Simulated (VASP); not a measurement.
Input of a VASP 6.6.1 run:

File POSCAR:

```
Ru
1.0
    2.7675169217      0.0000000000      0.0000000000
   -1.3837584608      2.3967404326      0.0000000000
    0.0000000000      0.0000000000      4.3795663785
Ru
2
Direct
    0.3333333333      0.6666666667      0.2500000000
    0.6666666667      0.3333333333      0.7500000000
```

The input INCAR.step1:

```
SYSTEM = Ru
PREC = Accurate
ENCUT = 520
ISMEAR = -1
SIGMA = 0.1
LREAL = .FALSE.
LASPH = .TRUE.
NELM = 80
NBANDS = 21
GGA = PE
ALGO = Normal
EDIFF = 1E-4
LWAVE = .TRUE.
LCHARG = .FALSE.
```

The input INCAR.step2:

```
SYSTEM = Ru
PREC = Accurate
ENCUT = 520
EDIFF = 1E-7
ISMEAR = -1
SIGMA = 0.1
LREAL = .FALSE.
LASPH = .TRUE.
NELM = 80
ALGO = Normal
ISIF = 2
LWAVE = .FALSE.
LCHARG = .FALSE.
METAGGA = R2SCAN
LMIXTAU = .TRUE.
NBANDS = 21
ISTART = 1
```

Contents of KPOINTS:

```
regular mesh
0
G
  12 12 7
  0 0 0
```

Potentials or basis: VASP PAW PBE potentials, release 64 (Ru_pv).

Command:

```sh
$ cat potpaw_PBE.64/Ru_pv/POTCAR > POTCAR
$ cp INCAR.step1 INCAR
$ mpirun -np 1 vasp_std > vasp.out
$ cp INCAR.step2 INCAR
$ mpirun -np 1 vasp_std > vasp.out
```

Q: Predict the pressure.

A: -19.8 GPa.

Q: Estimate the band gap on the k mesh.

A: Zero (band 14 reaches 12.84 eV, above the bottom of band 15 at 10.06 eV).

Stress tensor (GPa, compression positive):
```
-19.19   0.00   0.00
  0.00 -19.19   0.00
  0.00   0.00 -20.93
```

Caveat: the PAW data sets were made with another functional, which shifts forces and pressure a little.
